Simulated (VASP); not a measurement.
Here is a VASP 6.6.1 calculation.

INCAR

```
SYSTEM = WS2
PREC = Accurate
ENCUT = 520
EDIFF = 1E-6
ISMEAR = -1
SIGMA = 0.17
LREAL = .FALSE.
LASPH = .TRUE.
NELM = 100
ALGO = Normal
ISIF = 2
LWAVE = .FALSE.
LCHARG = .FALSE.
NBANDS = 64
```

File KPOINTS:

```
regular mesh
0
G
  2 2 2
  0 0 0
```

Contents of POSCAR:

```
WS2
1.0
   -3.2599410000     -1.8821280000      6.3622860000
    3.2599410000     -1.8821280000      6.3622860000
    0.0000000000      3.7642550000      6.3622860000
W S
4 8
Direct
    0.0424349252      0.0806871513     -0.1425962089
    0.5494758224      0.5623901665     -0.1419473150
    0.5400315797      0.0377832262      0.3837735289
    0.0433812761      0.5561819679      0.3533646816
    0.2942108617      0.2945482912      0.1236420186
    0.4377952502      0.4622435454      0.2916083576
    0.7822891951      0.8139768852      0.1242947370
    0.9370212278      1.0011328176      0.2652992417
    0.7856681067      0.3268254466      0.6077843468
    0.9644317024      0.4824904648      0.7735375857
    0.2803540751      0.8064065405      0.6474116615
    0.4568143000      0.9601976435      0.8076758496
```

Potentials or basis: VASP PAW LDA potentials, release 64 (W_sv, S).

Command:

```bash
$ cat potpaw_LDA.64/W_sv/POTCAR potpaw_LDA.64/S/POTCAR > POTCAR
$ mpirun -np 1 vasp_std > vasp.out
```

(1) Estimate the largest force.

(2) Predict the pressure.

(3) Predict the band gap on the k mesh.

Answers

(1) 2.051 eV/Å.

(2) -9.9 GPa.

(3) 1.01 eV (least direct gap 1.50 eV).

Caveat: the k points lie up to 0.58 Å⁻¹ apart; the atoms stand as in a frame of molecular dynamics; spin-orbit coupling is left out, which moves the levels of the heavy elements; forces of over 1 eV/Å act on the atoms, so gaps and moduli don't describe the material at rest.
